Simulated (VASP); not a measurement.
Runs of VASP 6.6.1 on Ni. The structure is that of space group Fm-3m (No. 225), or close to it. The cells are those of the table. 

```tsv
task	cell	k mesh	cutoff (eV)	gap on the mesh (eV)	pressure (GPa)	moment (μB)
single point	a = 2.421 Å, angles 60.0°, 1 atom	20 × 20 × 20	520	none	19.6	0.62
relaxation of cell and atoms	relaxed from a = 2.500 Å, angles 60.0°, 1 atom	20 × 20 × 20	600	none	0.0	0.63
single point	a = 2.451 Å, angles 60.0°, 1 atom	20 × 20 × 20	520	none	9.8	0.62
single point	a = 2.488 Å, angles 60.0°, 1 atom	20 × 20 × 20	520	none	0.0	0.63
single point	a = 2.496 Å, angles 60.0°, 1 atom	20 × 20 × 20	520	none	-2.0	0.63
single point	a = 2.480 Å, angles 60.0°, 1 atom	20 × 20 × 20	520	none	(a)	0.63
single point	a = 2.468 Å, angles 60.0°, 1 atom	20 × 20 × 20	520	none	4.9	0.62
single point	a = 2.373 Å, angles 60.0°, 1 atom	22 × 22 × 22	520	none	(b)	0.59
```

Alike in all rows: level PBE; potentials or basis VASP PAW PBE potentials, release 64 (Ni); spin collinear, ferromagnetic start; smearing gaussian 0.1 eV.

Q: Estimate the missing entries.

A: (a) 1.9; (b) 39.1.

A gap of «none» marks levels without a gap at the run's occupations.
